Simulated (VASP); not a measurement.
**Be2Sb: relaxation of cell and atoms with PBEsol**

The system is Be2Sb.

```
Be Sb
1.0
     3.70721    0.00000    0.00000
     0.00000    3.70721    0.00000
     0.00000    0.00000    5.65646
Be Sb
4 2
Direct
  0.00000 0.00000 0.00000
  0.50000 0.50000 0.00000
  0.00000 0.50000 0.27000
  0.50000 0.00000 0.73000
  0.00000 0.50000 0.70000
  0.50000 0.00000 0.30000
```

```
Program                : VASP 6.6.1
Task                   : relaxation of cell and atoms
Functional             : PBEsol
Potentials or basis    : VASP PAW PBE potentials, release 64 (Be, Sb_d_GW)
Cutoff                 : 500 eV
k mesh                 : 8 × 8 × 5
Occupations            : fermi-dirac, width 0.0317 eV
Spin                   : no spin polarisation
Dipole correction      : no
Further INCAR settings : ALGO = Normal; EDIFF = 1e-07; IBRION = 2; EDIFFG = -0.03; NSW = 60; ISIF = 3
```

The relaxed volume is 14.20 Å³/atom, the relaxed cell is a = 3.639 Å, b = 3.639 Å, c = 6.437 Å, α = 90.00°, β = 90.00°, γ = 90.00° and the space group after relaxing (to 0.1 Å) is P4/nmm (No. 129). The energy gained by relaxing is 120.6 meV/atom and the ionic steps are 12. The pressure after relaxing is 0.1 GPa, the largest force after relaxing is 0.025 eV/Å and the band gap on the k mesh is zero (bands 19 and 20 overlap by 4.03 eV).

Forces on the atoms (eV/Å):
```
Be   0.000  0.000  0.000
Be   0.000  0.000  0.000
Be   0.000  0.000 -0.008
Be   0.000  0.000  0.008
Sb   0.000  0.000  0.025
Sb   0.000  0.000 -0.025
```

Stress tensor (GPa, compression positive):
```
-0.02  0.00  0.00
 0.00 -0.02  0.00
 0.00  0.00  0.20
```

Step by step:
```csv
step,energy change (eV),largest force (eV/Å),pressure (GPa),volume (Å³)
1,0.0000,0.7715,12.60,77.74
2,-0.4316,0.4829,-2.93,89.74
3,-0.4400,0.5083,-1.35,88.06
4,-0.5186,0.4514,-1.13,87.44
5,-0.6676,0.3512,-0.12,85.43
6,-0.4865,0.6557,5.79,80.80
7,-0.7054,0.2461,0.92,84.34
8,-0.7174,0.1288,-0.78,85.95
9,-0.7174,0.1320,-0.73,85.91
10,-0.7234,0.0309,0.00,85.26
11,-0.7234,0.0312,-0.01,85.26
12,-0.7238,0.0248,0.05,85.22
```

Final structure:
```
CELL_PARAMETERS angstrom
3.63863 0.00000 0.00000
0.00000 3.63863 0.00000
0.00000 0.00000 6.43684
ATOMIC_POSITIONS crystal
Be 0.00000 0.00000 0.00000
Be 0.50000 0.50000 0.00000
Be 0.00000 0.50000 0.22956
Be 0.50000 0.00000 0.77044
Sb 0.00000 0.50000 0.67697
Sb 0.50000 0.00000 0.32303
```

Levels at points of the mesh, in eV from the Fermi level:
| k point | band 16 | band 17 | band 18 | band 19 | band 20 | band 21 | band 22 | band 23 |
| --- | --- | --- | --- | --- | --- | --- | --- | --- |
| (0.00, 0.00, 0.00) | -1.48 | -0.35 | -0.35 | 1.14 | 1.31 | 1.57 | 1.74 | 1.78 |
| (0.50, 0.00, 0.00) | -5.47 | -0.23 | -0.23 | 1.45 | 1.45 | 2.33 | 2.33 | 3.56 |
| (0.50, 0.50, 0.00) | -4.72 | -4.31 | -4.31 | -2.59 | -2.59 | -0.73 | -0.73 | 4.84 |

Run time: 10 min on 1 thread of Intel(R) Xeon(R) Platinum 8488C (Sapphire Rapids) (shared host), peak memory 0.24 GiB.

Caveat: the PAW data sets were made with another functional, which shifts forces and pressure a little; spin-orbit coupling is left out, which moves the levels of the heavy elements.
